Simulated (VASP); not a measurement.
# V (P6/mmm) in VASP: a series of runs

V is run at these levels: PBEsol; tasks: single point, relaxation of cell and atoms.

Program: VASP 6.6.1. These are calculated values, not measurements. Logs are shortened: lines on timing, memory, paths and dates and some standing lists are left out, and cuts for length are marked.

## (1) The cell of the first run

Symmetry: P6/mmm, No. 191, hexagonal system. The conventional cell has a = 2.341 Å, b = 2.341 Å, c = 2.183 Å, α = 90.00°, β = 90.00°, γ = 120.00°. V (site symmetry 6/mmm) has 8 V at 2.18 to 2.34 Å within 2.9 Å.

## (2) Single point, PBEsol

Contents of INCAR:

```
SYSTEM = V
PREC = Accurate
ENCUT = 520
EDIFF = 1E-6
ISMEAR = -1
SIGMA = 0.05
LREAL = .False.
LASPH = .True.
NELM = 100
ALGO = Normal
ISIF = 2
LWAVE = .False.
LCHARG = .True.
GGA = PS
LELF = .True.
LVHAR = .True.
NBANDS = 12
```

Contents of KPOINTS:

```
regular mesh
0
Gamma
  19 19 17
  0 0 0
```

Contents of POSCAR:

```
V
1.0
    2.3411087356      0.0000000000      0.0000000000
   -1.1705543678      2.0274596380      0.0000000000
    0.0000000000      0.0000000000      2.1831568987
V
1
Direct
    0.0000000000      0.0000000000      0.0000000000
```

Potentials or basis: VASP PAW PBE potentials, release 64 (V_sv).

Command:

```console
> cat potpaw_PBE.64/V_sv/POTCAR > POTCAR
> mpirun -np 1 vasp_std > vasp.out
```

OUTCAR:

```text
SYSTEM = V
   PREC = Accurate
   ENCUT = 520
   EDIFF = 1E-6
   ISMEAR = -1
   LREAL = .False.
   LASPH = .True.
   NELM = 100
   ISIF = 2
   GGA = PS

 ion  position               nearest neighbor table
   1  0.000  0.000  0.000-

  LATTYP: Found a hexagonal cell.
 ALAT       =     2.3411087356
 C/A-ratio  =     0.9325311830

  Lattice vectors:

 A1 = (   2.3411087356,   0.0000000000,   0.0000000000)
 A2 = (  -1.1705543678,   2.0274596380,   0.0000000000)
 A3 = (   0.0000000000,   0.0000000000,   2.1831568987)

Analysis of symmetry for initial positions (statically):
=====================================================================
 Subroutine PRICEL returns:
 Original cell was already a primitive cell.

 Routine SETGRP: Setting up the symmetry group for a
 hexagonal supercell.

 Subroutine GETGRP returns: Found 24 space group operations
 (whereof 24 operations were pure point group operations)
 out of a pool of 24 trial point group operations.

The static configuration has the point symmetry D_6h.

Analysis of symmetry for dynamics (positions and initial velocities):
=====================================================================
 Subroutine PRICEL returns:
 Original cell was already a primitive cell.

 Routine SETGRP: Setting up the symmetry group for a
 hexagonal supercell.

 Subroutine GETGRP returns: Found 24 space group operations
 (whereof 24 operations were pure point group operations)
 out of a pool of 24 trial point group operations.

The dynamic configuration has the point symmetry D_6h.

 Subroutine INISYM returns: Found 24 space group operations
 (whereof 24 operations are pure point group operations),
 and found     1 'primitive' translations

----------------------------------------------------------------------------------------

                                     Primitive cell

  volume of cell :      10.3624

  direct lattice vectors                    reciprocal lattice vectors
     2.341108736  0.000000000  0.000000000     0.427148037  0.246614034  0.000000000
    -1.170554368  2.027459638  0.000000000     0.000000000  0.493228068  0.000000000
     0.000000000  0.000000000  2.183156899     0.000000000  0.000000000  0.458052282

  length of vectors
     2.341108736  2.341108736  2.183156899     0.493228068  0.493228068  0.458052282

  position of ions in fractional coordinates (direct lattice)
     0.000000000  0.000000000  0.000000000

  ion indices of the primitive-cell ions
   primitive index   ion index
                 1           1

----------------------------------------------------------------------------------------

 KPOINTS: regular mesh

Automatic generation of k-mesh.
 Grid dimensions read from file:
 generate k-points for:   19   19   17

 Generating k-lattice:

  Cartesian coordinates                     Fractional coordinates (reciprocal lattice)
     0.022481476  0.012979686  0.000000000     0.052631579 -0.000000000  0.000000000
     0.000000000  0.025959372  0.000000000     0.000000000  0.052631579  0.000000000
     0.000000000  0.000000000  0.026944252     0.000000000  0.000000000  0.058823529

  Length of vectors
     0.025959372  0.025959372  0.026944252

  Shift w.r.t. Gamma in fractional coordinates (k-lattice)
     0.000000000  0.000000000  0.000000000

 Subroutine IBZKPT returns following result:
 ===========================================

 Found    360 irreducible k-points:

 Following reciprocal coordinates:
            Coordinates               Weight
  0.000000  0.000000  0.000000      1.000000
  0.052632 -0.000000  0.000000      6.000000
  0.105263 -0.000000  0.000000      6.000000
  0.157895 -0.000000  0.000000      6.000000
  0.210526 -0.000000  0.000000      6.000000
  0.263158  0.000000  0.000000      6.000000
[... 16 lines left out ...]
  0.263158  0.105263  0.000000     12.000000
  0.315789  0.105263  0.000000     12.000000
 [... further k-points ...]
   k-points           NKPTS =    360   k-points in BZ     NKDIM =    360   number of bands    NBANDS=     12
   number of dos      NEDOS =    301   number of ions     NIONS =      1
   total plane-waves  NPLWV =   5184
   dimension x,y,z NGX =    18 NGY =   18 NGZ =   16
   dimension x,y,z NGXF=    36 NGYF=   36 NGZF=   32
   ions per type =               1
   NGX,Y,Z   is equivalent  to a cutoff of  12.78, 12.78, 12.18 a.u.
   NGXF,Y,Z  is equivalent  to a cutoff of  25.56, 25.56, 24.37 a.u.
 SYSTEM =  V
   PREC   = accura    normal or accurate (medium, high low for compatibility)
   ISTART =      0    job   : 0-new  1-cont  2-samecut
   ICHARG =      2    charge: 1-file 2-atom 10-const
   ISPIN  =      1    spin polarized calculation?
   LNONCOLLINEAR =      F non collinear calculations
   LSORBIT =      F    spin-orbit coupling
   LASPH  =      T    aspherical Exc in radial PAW
   ENCUT  =  520.0 eV  38.22 Ry    6.18 a.u.   4.35  4.35  4.06*2*pi/ulx,y,z
   NELM   =    100;   NELMIN=  2; NELMDL= -5     # of ELM steps
   EDIFF  = 0.1E-05   stopping-criterion for ELM
   LREAL  =      F    real-space projection
   EDIFFG = 0.1E-04   stopping-criterion for IOM
   NSW    =      0    number of steps for IOM
   IBRION =     -1    ionic relax: 0-MD 1-quasi-New 2-CG
   NFREE  =      0    steps in history (QN), initial steepest desc. (CG)
   ISIF   =      2    stress and relaxation
   ISYM   =      2    0-nonsym 1-usesym 2-fastsym
   POTIM  = 0.5000    time-step for ionic-motion
   TEBEG  =    0.0;   TEEND  =   0.0 temperature during run
   PSTRESS=    0.0 pullay stress
   NELECT =      13.0000    total number of electrons
   NUPDOWN=      -1.0000    fix difference up-down
   EMIN   =  10.00;   EMAX   =-10.00  energy-range for DOS
   EFERMI =   0.00;   METHOD = LEGACY
   ISMEAR =    -1;   SIGMA  =   0.05  broadening in eV -4-tet -1-fermi 0-gaus
   EFERMI_NEDOS =   21; number of points for ismear=-14 and -15
   IALGO  =     38    algorithm
   IMIX   =      4    mixing-type and parameters
     AMIX     =   0.40;   BMIX     =  1.00
     AMIX_MAG =   1.60;   BMIX_MAG =  1.00
  volume/ion in A,a.u.               =      10.36        69.93
  Fermi-wavevector in a.u.,A,eV,Ry     =   1.765644  3.336582 42.416124  3.117497
  Thomas-Fermi vector in A             =   2.833384
   LORBIT       =      0    0 simple, 1 ext, 2 COOP (PROOUT), +10 PAW based schemes
   GGA     = PS    functional components
   LHFCALC =     F    Hartree Fock is set to
   AEXX    =    0.0000 exact exchange contribution
   IVDW    =     0    specifies the selected vdW correction
   LEPSILON=     F    determine dielectric tensor
   LRPA    =     F    only Hartree local field effects (RPA)
 non-spin polarized calculation
  energy-cutoff  :      520.00
  volume of cell :       10.36
 maximum number of plane-waves:       296
 NGX is ok and might be reduce to    18
   NGX =  9   NGY =  9   NGZ =  9

 number of electron      12.9999988 magnetization

 Free energy of the ion-electron system (eV)
  ---------------------------------------------------
  ext. energy  EPLUGINS =         0.00000000
  ---------------------------------------------------
  free energy    TOTEN  =        -8.48574253 eV

  energy without entropy =       -8.47730533  energy(sigma->0) =       -8.48152393

 E-fermi :  13.6476     XC(G=0): -14.5079

 val. band max:       13.6465092615   @ k =   0.4211   0.1053   0.4118
 cond. band min:      13.6542344953   @ k =   0.3684   0.2105   0.1765
 fundamental gap:      0.0077252338
 Fermi energy:        13.6475728547

 k-point     1 :       0.0000    0.0000    0.0000
  band No.  band energies     occupation
      1     -50.2764      2.00000
      2     -22.8133      2.00000
      3     -22.8133      2.00000
      4     -22.7113      2.00000
      5       6.3962      2.00000
      6      10.0946      2.00000
      7      13.7168      0.40077
      8      13.7168      0.40077
      9      18.5358      0.00000
     10      18.5358      0.00000
     11      33.0736      0.00000
     12      36.2001      0.00000

 k-point     2 :       0.0526   -0.0000    0.0000
  band No.  band energies     occupation
      1     -50.2621      2.00000
      2     -22.8795      2.00000
      3     -22.8273      2.00000
      4     -22.7044      2.00000
      5       6.5317      2.00000
      6      10.1504      2.00000
      7      13.5940      1.48974
      8      13.8243      0.05666
      9      18.4381      0.00000
     10      18.5195      0.00000
     11      33.2186      0.00000
     12      36.4092      0.00000

 k-point     3 :       0.1053   -0.0000    0.0000
  band No.  band energies     occupation
      1     -50.2206      2.00000
      2     -23.0694      2.00000
      3     -22.8676      2.00000
      4     -22.6844      2.00000
      5       6.9211      2.00000
      6      10.3107      2.00000
      7      13.2676      1.99900
      8      14.1411      0.00010
      9      18.1643      0.00000
     10      18.4726      0.00000
     11      33.5172      0.00000
     12      37.0140      0.00000
[... 286 lines left out ...]
 k-point    23 :       0.2632    0.1053    0.0000
  band No.  band energies     occupation
      1     -49.8714      2.00000
      2     -24.4400      2.00000
      3     -23.2901      2.00000
      4     -22.5205      2.00000
      5       9.6728      2.00000
      6      11.0155      2.00000
      7      12.6797      2.00000
      8      16.3961      0.00000
      9      17.5316      0.00000
     10      17.9643      0.00000
     11      29.5712      0.00000
     12      33.2036      0.00000

 k-point    24 :       0.3158    0.1053    0.0000
  band No.  band energies     occupation
      1     -49.7974      2.00000
      2     -24.7053      2.00000
      3     -23.3771      2.00000
      4     -22.4865      2.00000
      5       9.6759      2.00000
      6      11.2350      2.00000
      7      13.4162      1.98064
      8      16.0882      0.00000
      9      17.8590      0.00000
     10      18.4117      0.00000
     11      28.0102      0.00000
     12      32.2896      0.00000

 [... further k-points ...]
[... 5 lines left out ...]
  --------------------------------------------------------------------------------------
  -------------------------------------------------------------------------------------
  Total        5.1247237      5.1247237      5.2007995      0.0000000     -0.0000000      0.0000000
  in kB      792.3595334    792.3595334    804.1220032      0.0000000     -0.0000000      0.0000000
  external PRESSURE =     796.2803567 kB  Pullay stress =       0.0000000 kB

 VOLUME and BASIS-vectors are now :
 -----------------------------------------------------------------------------
  energy-cutoff  :      520.00
  volume of cell :       10.36
      direct lattice vectors                 reciprocal lattice vectors
     2.341108736  0.000000000  0.000000000     0.427148037  0.246614034  0.000000000
    -1.170554368  2.027459638  0.000000000     0.000000000  0.493228068  0.000000000
     0.000000000  0.000000000  2.183156899     0.000000000  0.000000000  0.458052282

 POSITION                                       TOTAL-FORCE (eV/Angst)
 -----------------------------------------------------------------------------------
      0.00000      0.00000      0.00000        -0.000000      0.000000      0.000000
 -----------------------------------------------------------------------------------
    total drift:                               -0.000000      0.000000      0.000000

  FREE ENERGIE OF THE ION-ELECTRON SYSTEM (eV)
  ---------------------------------------------------
  free  energy   TOTEN  =        -8.4857425251 eV

  energy  without entropy=       -8.4773053316  energy(sigma->0) =       -8.48152393
```

Run time: 35 s. Hardware: 1 thread of AMD EPYC 7R43 (Zen 3), shared host; peak memory 0.11 GiB.

Results:

| Property | Result |
| --- | --- |
| Free energy | -8.4857 eV |
| Pressure | 79.6 GPa |

Caveat: the PAW data sets were made with another functional, which shifts forces and pressure a little.

## (3) Single point, PBEsol

Contents of INCAR:

```
SYSTEM = V
PREC = Accurate ; ENCUT = 520
EDIFF = 1E-6 ; ISMEAR = -1
SIGMA = 0.05 ; LREAL = .FALSE.
LASPH = .TRUE. ; NELM = 60
ALGO = Normal ; ISIF = 2
LWAVE = .FALSE. ; LCHARG = .FALSE.
GGA = PS ; NBANDS = 12
```

Contents of KPOINTS:

```
regular mesh
0
G
  19 19 17
  0 0 0
```

Contents of POSCAR:

```
V
1.0
    2.3409716200      0.0000000000      0.0000000000
   -1.1704858100      2.0273408924      0.0000000000
    0.0000000000      0.0000000000      2.1829979172
V
1
Direct
    0.0000000000      0.0000000000      0.0000000000
```

Potentials or basis: VASP PAW PBE potentials, release 64 (V_sv).

Command:

```console
> cat potpaw_PBE.64/V_sv/POTCAR > POTCAR
> mpirun -np 1 vasp_std > vasp.out
```

Wall time 54 s (1 thread of AMD EPYC 7R43 (Zen 3), shared host); peak memory 0.12 GiB.

Results (log left out):

```
Free energy : -8.4848 eV
Pressure    : 79.7 GPa
```

Stress tensor (GPa, compression positive):
```
79.31  0.00  0.00
 0.00 79.31  0.00
 0.00  0.00 80.50
```

Levels at points of the mesh, in eV from the Fermi level:
```tsv
k point	band 2	band 3	band 4	band 5	band 6	band 7	band 8	band 9	band 10	band 11
(0.00, 0.00, 0.00)	-36.46	-36.46	-36.36	-7.25	-3.55	0.07	0.07	4.89	4.89	19.43
```

Caveat: the PAW data sets were made with another functional, which shifts forces and pressure a little.

## (4) Relaxation of cell and atoms, PBEsol, target pressure 78 GPa, at which the enthalpy is minimised

This run uses another cell than the first one, of 10.31 Å³/atom, 0.995 times its volume.

Contents of INCAR:

```
ALGO = Normal
EDIFF = 1E-7
EDIFFG = -0.005
ENCUT = 600
GGA = PS
IBRION = 2
ISIF = 3
ISMEAR = -1
LASPH = T
LCHARG = F
LREAL = F
LWAVE = F
NELM = 100
NSW = 60
PREC = Accurate
PSTRESS = 780.0
SIGMA = 0.05
```

Contents of KPOINTS:

```
k-points
0
Gamma
  19 19 17
```

Contents of POSCAR:

```
V
1.0
    2.3307161567      0.0000000000      0.0000000000
   -1.1653580783      2.0184594007      0.0000000000
    0.0000000000      0.0000000000      2.1908731873
V
1
Direct
    0.0000000000      0.0000000000      0.0000000000
```

Command:

```console
> cat potpaw_PBE.64/V_sv/POTCAR > POTCAR
> mpirun -np 1 vasp_std > vasp.out
```

Wall time 2.6 min (1 thread of AMD EPYC 7R43 (Zen 3), shared host); peak memory 0.14 GiB.

It converged, with:

- Free energy: -8.5044 eV
- Relaxed volume: 10.40 Å³/atom
- Relaxed cell: a = 2.343 Å, b = 2.343 Å, c = 2.188 Å, α = 90.00°, β = 90.00°, γ = 120.00°
- Space group after relaxing (to 0.05 Å): P6/mmm (No. 191)
- Energy change on relaxing (the enthalpy is what falls): -47.1 meV/atom
- Ionic steps: 6
- Pressure after relaxing: 78.0 GPa

Step by step:
| step | energy change (eV) | largest force (eV/Å) | pressure (GPa) | volume (Å³) |
| --- | --- | --- | --- | --- |
| 1 | 0.0000 | 0.0000 | 81.96 | 10.31 |
| 2 | -0.1775 | 0.0000 | 66.68 | 10.69 |
| 3 | -0.0531 | 0.0000 | 77.50 | 10.41 |
| 4 | -0.0520 | 0.0000 | 77.58 | 10.41 |
| 5 | -0.0415 | 0.0000 | 78.53 | 10.39 |
| 6 | -0.0471 | 0.0000 | 78.01 | 10.40 |

Final structure:
```
CELL_PARAMETERS angstrom
2.34262 0.00000 0.00000
-1.17131 2.02877 0.00000
0.00000 0.00000 2.18825
ATOMIC_POSITIONS crystal
V 0.00000 0.00000 0.00000
```

Levels at points of the mesh, in eV from the Fermi level:
```tsv
k point	band 4	band 5	band 6	band 7	band 8	band 9
(0.00, 0.00, 0.00)	-36.38	-7.25	-3.54	0.07	0.07	4.86
```

Caveat: the cell is relaxed towards a set pressure, so the enthalpy falls and the energy may rise; the PAW data sets were made with another functional, which shifts forces and pressure a little.
